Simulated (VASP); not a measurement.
Input of a VASP 6.6.1 run:

The input INCAR:

```
SYSTEM = NiO
PREC     = Accurate       ! precision mode
ENCUT    = 520            ! plane-wave cutoff, eV
EDIFF    = 1E-6           ! SCF threshold, eV
ISMEAR   = -1             ! smearing method
SIGMA    = 0.03           ! smearing width, eV
LREAL    = .FALSE.        ! projectors in reciprocal space
LASPH    = .TRUE.         ! aspherical terms in the spheres
NELM     = 150            ! most SCF steps
ALGO     = Normal         ! electronic algorithm
ISIF     = 2              ! what is computed and relaxed
LWAVE    = .FALSE.        ! write WAVECAR
LCHARG   = .FALSE.        ! write CHGCAR
ISPIN    = 2              ! spin polarisation
MAGMOM   = 1.5 0          ! initial moments
LORBIT   = 11             ! projections on sites
LMAXMIX  = 4              ! l up to which the mixer works
GGA      = PE             ! functional
NBANDS   = 19             ! bands
```

Contents of KPOINTS:

```
regular mesh
0
G
  17 17 17
  0 0 0
```

File POSCAR:

```
NiO
1.0
    0.0000000000      2.0630455893      2.0630455893
    2.0630455893      0.0000000000      2.0630455893
    2.0630455893      2.0630455893      0.0000000000
Ni O
1 1
Direct
    0.0000000000      0.0000000000      0.0000000000
    0.5000000000      0.5000000000      0.5000000000
```

Potentials or basis: VASP PAW PBE potentials, release 64 (Ni, O).

Launch:

```bash
$ cat potpaw_PBE.64/Ni/POTCAR potpaw_PBE.64/O/POTCAR > POTCAR
$ mpirun -np 1 vasp_std > vasp.out
```

(1) What does it give for the pressure?

(2) Predict the site moments.

## Answers

(1) 11.9 GPa.

(2) Ni +1.32; O +0.23 μB.

Caveat: a cell with one magnetic atom can't hold antiferromagnetic order, which such compounds often take.
